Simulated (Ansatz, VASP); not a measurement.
Given: the input of a run of VASP 6.6.1 on FeO.

The input INCAR:

```
SYSTEM = FeO
PREC     = Accurate       ! precision mode
ENCUT    = 600            ! plane-wave cutoff, eV
EDIFF    = 1E-6           ! SCF threshold, eV
ISMEAR   = -1             ! smearing method
SIGMA    = 0.05           ! smearing width, eV
LREAL    = .False.        ! projectors in reciprocal space
LASPH    = .True.         ! aspherical terms in the spheres
NELM     = 200            ! most SCF steps
ALGO     = Normal         ! electronic algorithm
ISIF     = 2              ! what is computed and relaxed
LWAVE    = .False.        ! write WAVECAR
LCHARG   = .False.        ! write CHGCAR
ISPIN    = 2              ! spin polarisation
MAGMOM   = 3 0            ! initial moments
LORBIT   = 11             ! projections on sites
LMAXMIX  = 4              ! l up to which the mixer works
NBANDS   = 22             ! bands
GGA_COMPAT= .False.
```

The input KPOINTS:

```
regular mesh
0
Gamma
  9 9 9
  0 0 0
```

The input POSCAR:

```
FeO
1.0
    1.5086271663      0.8710063006      2.5026668604
   -1.5086271663      0.8710063006      2.5026668604
    0.0000000000     -1.7420126011      2.5026668604
Fe O
1 1
Direct
    0.0000000000      0.0000000000      0.0000000000
    0.5000000000      0.5000000000      0.5000000000
```

Potentials or basis: VASP PAW LDA potentials, release 64 (Fe_sv, O).

Run with:

```console
$ cat potpaw_LDA.64/Fe_sv/POTCAR potpaw_LDA.64/O/POTCAR > POTCAR
$ mpirun -np 1 vasp_std > vasp.out
```

Set up the same calculation for Ansatz 0.2.0. Potentials there: Ansatz PAW.

As run (the cutoff follows the program's own potentials):

Contents of input.yaml:

```yaml
crystal:
  lattice:
    - [1.5086271663, 0.8710063006, 2.5026668604]
    - [-1.5086271663, 0.8710063006, 2.5026668604]
    - [0.0, -1.7420126011, 2.5026668604]
  atoms:
    - { symbol: Fe, position: [0.0, 0.0, 0.0], spin: 3.0 }
    - { symbol: O, position: [0.5, 0.5, 0.5] }
hamiltonian:
  xc: lda
  pseudopotentials: { kind: paw }
magnetization:
  spin_polarized: true
kpoints:
  mp_grid: { grid: [9, 9, 9] }
scf:
  occupations: { method: fermi_dirac, width: 0.05 }
output:
  forces: true
  stress: true
  eigenvalues: true
```

Potentials or basis: Ansatz PAW.

Launch:

```console
$ ansatz run input.yaml --threads 1 --pin off --max-ram 3584MiB --backend cpu --events-out ev --progress --plain --runs-dir out
```

Both were run:

|  | VASP | Ansatz | Ansatz less VASP |
| --- | --- | --- | --- |
| gap on the k mesh at the Fermi level (eV) | none | none | - |
| pressure (GPa) | -15.7 | -13.3 | +2.46 |
| traceless stress, the component that is largest in VASP (GPa) | -0.81 | -0.80 | +0.009 |
| net moment per atom (μB) | 1.99 | 2.00 | +0.010 |
| size of the moment on the site where the two differ most (μB) | 0.31 | 0.34 | +0.030 |

LDA's correlation is that of Perdew and Zunger in VASP and of Perdew and Wang (1992) in Ansatz. Site moments also hang on the region over which each program counts them. A gap of «none» marks a metal or a gap that the smearing closes.
